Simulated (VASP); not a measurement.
# Si (Fmmm) in VASP: a series of runs

Runs on Si. Level: LDA. Tasks: single point.

All numbers are computed with VASP 6.6.1; they aren't measurements. Logs are shortened: lines on timing, memory, paths and dates and some standing lists are left out, and cuts for length are marked.

### Step 1. The cell of the first run

It takes space group Fmmm (No. 69, orthorhombic). The conventional cell has a = 4.869 Å, b = 5.727 Å, c = 9.104 Å, α = 90.00°, β = 90.00°, γ = 90.00°. Within 3.2 Å of Si (site symmetry m2m) lie 8 Si at 2.45 to 3.10 Å. Si (site symmetry mm2) has 8 Si at 2.47 to 2.90 Å within 3.3 Å.

### Step 2. Single point, LDA (strain +0.0750 x Voigt [0, 0, 1, 0, 0, 0])

INCAR reads:

```
ALGO = Normal
EDIFF = 1E-7
ENCUT = 520
ISIF = 2
ISMEAR = 0
LASPH = True
LCHARG = False
LREAL = False
LWAVE = False
NBANDS = 26
NELM = 80
PREC = Accurate
SIGMA = 0.15
```

KPOINTS reads:

```
k-points
0
Gamma
  10 10 8
```

POSCAR reads:

```
Si
1.0
    4.5521371120     -2.4347064072      0.0000000000
    4.5521371120      2.4347064072      0.0000000000
    0.0000000000      0.0000000000      5.7272219898
Si
8
Direct
    0.5000000000      0.5000000000      0.7705063097
    0.5000000000      0.5000000000      0.2294936903
    1.0000000000      0.0000000000      0.2705063097
    0.0000000000      1.0000000000      0.7294936903
    0.7262158285      0.7262158285      0.5000000000
    0.2262158285      0.2262158285      0.0000000000
    0.2737841715      0.2737841715      0.5000000000
    0.7737841715      0.7737841715      0.0000000000
```

Potentials or basis: VASP PAW LDA potentials, release 64 (Si).

Run with:

```
$ cat potpaw_LDA.64/Si/POTCAR > POTCAR
$ mpirun -np 1 vasp_std > vasp.out
```

OUTCAR:

```text
EDIFF = 1E-7
   ENCUT = 520
   ISIF = 2
   ISMEAR = 0
   LASPH = True
   LREAL = False
   NELM = 80
   PREC = Accurate

 ion  position               nearest neighbor table
   1  0.500  0.500  0.771-   4 2.45   4 2.45   5 2.58   7 2.58   2 2.63   6 2.82   8 2.82   2 3.10

   2  0.500  0.500  0.229-   3 2.45   3 2.45   5 2.58   7 2.58   1 2.63   6 2.82   8 2.82   1 3.10

   3  0.000  0.000  0.271-   2 2.45   2 2.45   6 2.58   8 2.58   4 2.63   7 2.82   5 2.82   4 3.10
[... 7 lines left out ...]
   7  0.274  0.274  0.500-   5 2.47   5 2.47   1 2.58   2 2.58   3 2.82   4 2.82   6 2.90   6 2.90

   8  0.774  0.774  0.000-   6 2.47   6 2.47   3 2.58   4 2.58   1 2.82   2 2.82   5 2.90   5 2.90

  LATTYP: Found a base centered orthorhombic cell.
 ALAT       =     4.8694128144
 B/A-ratio  =     1.8696862581
 C/A-ratio  =     1.1761627548

  Lattice vectors:

 A1 = (  -4.5521371120,  -2.4347064072,   0.0000000000)
 A2 = (   4.5521371120,  -2.4347064072,   0.0000000000)
 A3 = (   0.0000000000,   0.0000000000,   5.7272219898)

Analysis of symmetry for initial positions (statically):
=====================================================================
 Subroutine PRICEL returns following result:

  LATTYP: Found a face centered orthorhombic cell.
 ALAT       =     4.8694128144
 B/A-ratio  =     1.1761627548
 C/A-ratio  =     1.8696862581

  Lattice vectors:

 A1 = (  -4.5521371120,   0.0000000000,   2.8636109949)
 A2 = (  -4.5521371120,  -2.4347064072,   0.0000000000)
 A3 = (   0.0000000000,  -2.4347064072,   2.8636109949)

   2 primitive cells build up your supercell.

 Routine SETGRP: Setting up the symmetry group for a
 base centered orthorhombic supercell.

 Subroutine GETGRP returns: Found  8 space group operations
 (whereof  8 operations were pure point group operations)
 out of a pool of  8 trial point group operations.

The static configuration has the point symmetry D_2h.

Analysis of symmetry for dynamics (positions and initial velocities):
=====================================================================
 Subroutine PRICEL returns following result:

  LATTYP: Found a face centered orthorhombic cell.
 ALAT       =     4.8694128144
 B/A-ratio  =     1.1761627548
 C/A-ratio  =     1.8696862581

  Lattice vectors:

 A1 = (  -4.5521371120,   0.0000000000,   2.8636109949)
[... 119 lines left out ...]
   NSW    =      0    number of steps for IOM
   IBRION =     -1    ionic relax: 0-MD 1-quasi-New 2-CG
   NFREE  =      0    steps in history (QN), initial steepest desc. (CG)
   ISIF   =      2    stress and relaxation
   ISYM   =      2    0-nonsym 1-usesym 2-fastsym
   POTIM  = 0.5000    time-step for ionic-motion
   TEBEG  =    0.0;   TEEND  =   0.0 temperature during run
   PSTRESS=    0.0 pullay stress
   NELECT =      32.0000    total number of electrons
   NUPDOWN=      -1.0000    fix difference up-down
   EMIN   =  10.00;   EMAX   =-10.00  energy-range for DOS
   EFERMI =   0.00;   METHOD = LEGACY
   ISMEAR =     0;   SIGMA  =   0.15  broadening in eV -4-tet -1-fermi 0-gaus
   EFERMI_NEDOS =   21; number of points for ismear=-14 and -15
   IALGO  =     38    algorithm
   IMIX   =      4    mixing-type and parameters
     AMIX     =   0.40;   BMIX     =  1.00
     AMIX_MAG =   1.60;   BMIX_MAG =  1.00
  volume/ion in A,a.u.               =      15.87       107.09
  Fermi-wavevector in a.u.,A,eV,Ry     =   1.034140  1.954242 14.550701  1.069446
  Thomas-Fermi vector in A             =   2.168421
   LORBIT       =      0    0 simple, 1 ext, 2 COOP (PROOUT), +10 PAW based schemes
   GGA     = CA    functional components
   LHFCALC =     F    Hartree Fock is set to
   AEXX    =    0.0000 exact exchange contribution
   IVDW    =     0    specifies the selected vdW correction
   LEPSILON=     F    determine dielectric tensor
   LRPA    =     F    only Hartree local field effects (RPA)
 non-spin polarized calculation
 Gauss-broadening in eV      SIGMA  =   0.15
  energy-cutoff  :      520.00
  volume of cell :      126.95
 maximum number of plane-waves:      3439
 NGX is ok and might be reduce to    40
   NGX = 19   NGY = 19   NGZ = 21

 number of electron      32.0000000 magnetization

 Free energy of the ion-electron system (eV)
  ---------------------------------------------------
  ext. energy  EPLUGINS =         0.00000000
  ---------------------------------------------------
  free energy    TOTEN  =       -45.61000146 eV

  energy without entropy =      -45.57685678  energy(sigma->0) =      -45.59342912

 E-fermi :   8.6505     XC(G=0): -10.8290

 val. band max:        8.6496548121   @ k =  -0.1000   0.1000   0.1250
 cond. band min:       8.6528968661   @ k =   0.3000   0.0000   0.3750
 fundamental gap:      0.0032420540
 Fermi energy:         8.6504613662

 k-point     1 :       0.0000    0.0000    0.0000
  band No.  band energies     occupation
      1      -4.7537      2.00000
      2      -0.5219      2.00000
      3      -0.5161      2.00000
      4       1.5864      2.00000
      5       2.0561      2.00000
      6       2.2552      2.00000
[... 685 lines left out ...]
     25      12.6860      0.00000
     26      12.9633      0.00000

 [... further k-points ...]

------------------------ aborting loop because EDIFF is reached ----------------------------------------

  FORCE on cell =-STRESS in cart. coord.  units (eV):
  Direction    XX          YY          ZZ          XY          YZ          ZX
  --------------------------------------------------------------------------------------
  -------------------------------------------------------------------------------------
  Total       -4.2786907     -2.5414001     -8.9701146      0.0000000      0.0000000      0.0000000
  in kB      -53.9989765    -32.0735979   -113.2068301      0.0000000      0.0000000      0.0000000
  external PRESSURE =     -66.4264682 kB  Pullay stress =       0.0000000 kB

 VOLUME and BASIS-vectors are now :
 -----------------------------------------------------------------------------
  energy-cutoff  :      520.00
  volume of cell :      126.95
      direct lattice vectors                 reciprocal lattice vectors
     4.552137112 -2.434706407  0.000000000     0.109838519 -0.205363570  0.000000000
     4.552137112  2.434706407  0.000000000     0.109838519  0.205363570  0.000000000
     0.000000000  0.000000000  5.727221990     0.000000000  0.000000000  0.174604721

 POSITION                                       TOTAL-FORCE (eV/Angst)
 -----------------------------------------------------------------------------------
      4.55214      0.00000      4.41286         0.000000      0.000000      0.087570
      4.55214      0.00000      1.31436         0.000000      0.000000     -0.087570
      0.00000      0.00000      1.54925         0.000000      0.000000      0.087570
      0.00000      0.00000      4.17797         0.000000      0.000000     -0.087570
      6.61167      0.00000      2.86361        -0.120028      0.000000     -0.000000
      2.05953      0.00000      0.00000        -0.120028      0.000000      0.000000
      2.49261      0.00000      2.86361         0.120028      0.000000     -0.000000
      7.04474      0.00000      0.00000         0.120028      0.000000     -0.000000
 -----------------------------------------------------------------------------------
    total drift:                                0.000000     -0.000000      0.000000

  FREE ENERGIE OF THE ION-ELECTRON SYSTEM (eV)
  ---------------------------------------------------
  free  energy   TOTEN  =       -45.6100014567 eV

  energy  without entropy=      -45.5768567848  energy(sigma->0) =      -45.59342912
```

OSZICAR:

```text
N       E                     dE             d eps       ncg     rms          rms(c)
DAV:   1     0.530914319624E+02    0.53091E+02   -0.12512E+04  8060   0.104E+03
DAV:   2    -0.412068410867E+02   -0.94298E+02   -0.87022E+02  9922   0.149E+02
DAV:   3    -0.457244668634E+02   -0.45176E+01   -0.43756E+01 10652   0.282E+01
DAV:   4    -0.457838749454E+02   -0.59408E-01   -0.59117E-01  9960   0.392E+00
DAV:   5    -0.457846000957E+02   -0.72515E-03   -0.72459E-03 10454   0.403E-01    0.796E+00
DAV:   6    -0.456646685190E+02    0.11993E+00   -0.55513E-02 10120   0.105E+00    0.458E+00
DAV:   7    -0.456110200531E+02    0.53648E-01   -0.81881E-02  9858   0.119E+00    0.363E-01
DAV:   8    -0.456102106132E+02    0.80944E-03   -0.90423E-03  9662   0.456E-01    0.244E-01
DAV:   9    -0.456100064192E+02    0.20419E-03   -0.48607E-04 10322   0.102E-01    0.981E-02
DAV:  10    -0.456100033301E+02    0.30891E-05   -0.42079E-05  9802   0.295E-02    0.309E-02
DAV:  11    -0.456100017093E+02    0.16207E-05   -0.46602E-06 10034   0.108E-02    0.978E-03
DAV:  12    -0.456100014630E+02    0.24631E-06   -0.13568E-06 10124   0.522E-03    0.528E-03
DAV:  13    -0.456100014567E+02    0.63167E-08   -0.12900E-07  5524   0.168E-03
   1 F= -.45610001E+02 E0= -.45593429E+02  d E =-.331447E-01
```

It took 11 min on 1 thread of Intel Xeon 8259CL, shared host; peak memory 0.44 GiB.

Results:

```yaml
Free_energy: -45.6100 eV
Pressure: -6.6 GPa
Largest_force: 0.120 eV/Å
Band_gap_on_the_k_mesh: zero (bands 16 and 17 overlap by 3.65 eV)
```

Forces on the atoms (eV/Å):
```
Si   0.000  0.000  0.088
Si   0.000  0.000 -0.088
Si   0.000  0.000  0.088
Si   0.000  0.000 -0.088
Si  -0.120  0.000  0.000
Si  -0.120  0.000  0.000
Si   0.120  0.000  0.000
Si   0.120  0.000  0.000
```

Stress tensor (GPa, compression positive):
```
 -5.40   0.00   0.00
  0.00  -3.21   0.00
  0.00   0.00 -11.32
```

Levels at points of the mesh, in eV from the Fermi level:
| k point | band 12 | band 13 | band 14 | band 15 | band 16 | band 17 | band 18 | band 19 | band 20 | band 21 |
| --- | --- | --- | --- | --- | --- | --- | --- | --- | --- | --- |
| (0.00, 0.00, 0.00) | -2.43 | -2.41 | -2.36 | -2.33 | -2.15 | -2.10 | -2.00 | -1.85 | 1.43 | 1.82 |
| (0.50, 0.00, 0.00) | -3.57 | -1.62 | -1.62 | 0.10 | 0.10 | 2.24 | 2.24 | 2.39 | 2.39 | 3.50 |
| (0.50, 0.50, 0.00) | -2.89 | -1.93 | -1.66 | -0.97 | 0.89 | 1.52 | 1.84 | 1.95 | 2.53 | 2.88 |
| (0.00, 0.00, 0.50) | -4.21 | -3.98 | -3.98 | -3.24 | -3.24 | 2.23 | 2.23 | 2.58 | 2.58 | 2.80 |
| (0.50, 0.00, 0.50) | -2.03 | -0.63 | -0.63 | 0.27 | 0.27 | 0.46 | 0.46 | 0.49 | 0.49 | 2.40 |
| (0.50, 0.50, 0.50) | -2.03 | -1.29 | -1.29 | -0.93 | -0.93 | 0.04 | 0.04 | 1.18 | 1.18 | 2.70 |

Caveat: the cell differs from its parent crystal (strain +0.0750 x Voigt [0, 0, 1, 0, 0, 0]); the stress differs along the axes, from -11 to -3 GPa.

### Step 3. Single point, LDA (strain +0.0875 x Voigt [0, 0, 1, 0, 0, 0])

INCAR is that of step 2.

KPOINTS is that of step 2.

POSCAR: that of step 2 with these lines changed.

```diff
@@ -4,3 +4,3 @@
     4.5521371120      2.4347064072      0.0000000000
-    0.0000000000      0.0000000000      5.7272219898
+    0.0000000000      0.0000000000      5.7938175943
 Si
```

Potentials or basis: VASP PAW LDA potentials, release 64 (Si).

Run with:

```
$ cat potpaw_LDA.64/Si/POTCAR > POTCAR
$ mpirun -np 1 vasp_std > vasp.out
```

Wall time 13 min (1 thread of Intel Xeon 8259CL, shared host); peak memory 0.45 GiB.

The run converged. Its results:

```
Free energy            : -45.5022 eV
Pressure               : -7.4 GPa
Largest force          : 0.136 eV/Å
Band gap on the k mesh : zero (bands 16 and 17 overlap by 3.64 eV)
```

Forces on the atoms (eV/Å):
```
Si   0.000  0.000  0.073
Si   0.000  0.000 -0.073
Si   0.000  0.000  0.073
Si   0.000  0.000 -0.073
Si  -0.136  0.000  0.000
Si  -0.136  0.000  0.000
Si   0.136  0.000  0.000
Si   0.136  0.000  0.000
```

Stress tensor (GPa, compression positive):
```
 -6.41   0.00   0.00
  0.00  -3.80   0.00
  0.00   0.00 -12.06
```

Levels at points of the mesh, in eV from the Fermi level:
```tsv
k point	band 12	band 13	band 14	band 15	band 16	band 17	band 18	band 19	band 20	band 21
(0.00, 0.00, 0.00)	-2.44	-2.39	-2.35	-2.28	-2.14	-2.08	-1.99	-1.84	1.47	1.86
(0.50, 0.00, 0.00)	-3.54	-1.54	-1.54	0.19	0.19	2.25	2.25	2.41	2.41	3.58
(0.50, 0.50, 0.00)	-2.92	-1.81	-1.61	-0.85	0.95	1.56	1.85	2.04	2.54	2.87
(0.00, 0.00, 0.50)	-4.16	-3.94	-3.94	-3.26	-3.26	2.16	2.16	2.49	2.49	2.69
(0.50, 0.00, 0.50)	-2.11	-0.54	-0.54	0.28	0.28	0.48	0.48	0.55	0.55	2.37
(0.50, 0.50, 0.50)	-2.12	-1.29	-1.29	-0.84	-0.84	0.13	0.13	1.07	1.07	2.78
```

Caveat: the cell differs from its parent crystal (strain +0.0875 x Voigt [0, 0, 1, 0, 0, 0]); the stress differs along the axes, from -12 to -4 GPa.

(Continued in part 2 of 2.)

The gap in the log of VASP goes by the Fermi energy; the results here count the filled bands.